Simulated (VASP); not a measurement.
A run of VASP 6.6.1:

Contents of INCAR:

```
PREC = Accurate
ENCUT = 520
EDIFF = 1E-6
ISMEAR = 0
SIGMA = 0.05
LREAL = F
LASPH = T
NELM = 80
ALGO = Normal
ISIF = 2
LWAVE = F
LCHARG = F
LDIPOL = T
IDIPOL = 3
DIPOL = 0.5 0.5 0.399
GGA = PE
IVDW = 12
NBANDS = 50
```

File KPOINTS:

```
Automatic mesh
0
Gamma
  7 7 1
```

The input POSCAR:

```
SnO
1.0
    3.8201528543      0.0002954551      0.0000000000
   -0.0003145191      3.8201528528      0.0000000000
    0.0000000000      0.0000000000     22.2260743460
Sn O
4 4
Direct
    0.9999452911      0.9999452911      0.2024649036
    0.4999452911      0.4999452911      0.3087831466
    0.4999452911      0.4999452911      0.4896517938
    0.9999452911      0.9999452911      0.5959700368
    0.9999461074      0.4999461074      0.2556240251
    0.4999461074      0.9999461074      0.2556240251
    0.4999444748      0.9999444748      0.5428109153
    0.9999444748      0.4999444748      0.5428109153
```

Potentials or basis: VASP PAW PBE potentials, release 64 (Sn_d, O).

Command:

```console
$ cat potpaw_PBE.64/Sn_d/POTCAR potpaw_PBE.64/O/POTCAR > POTCAR
$ mpirun -np 1 vasp_std > vasp.out
```

Hardware: 1 thread of AMD EPYC 9R14 (Zen 4), on a shared host.

Question: How long does it take, and how much memory?

Answer: It took 2.5 min on 1 thread of AMD EPYC 9R14 (Zen 4), with other jobs on the host, peak memory 0.37 GiB. Counts: scf iterations 23, k points 10.
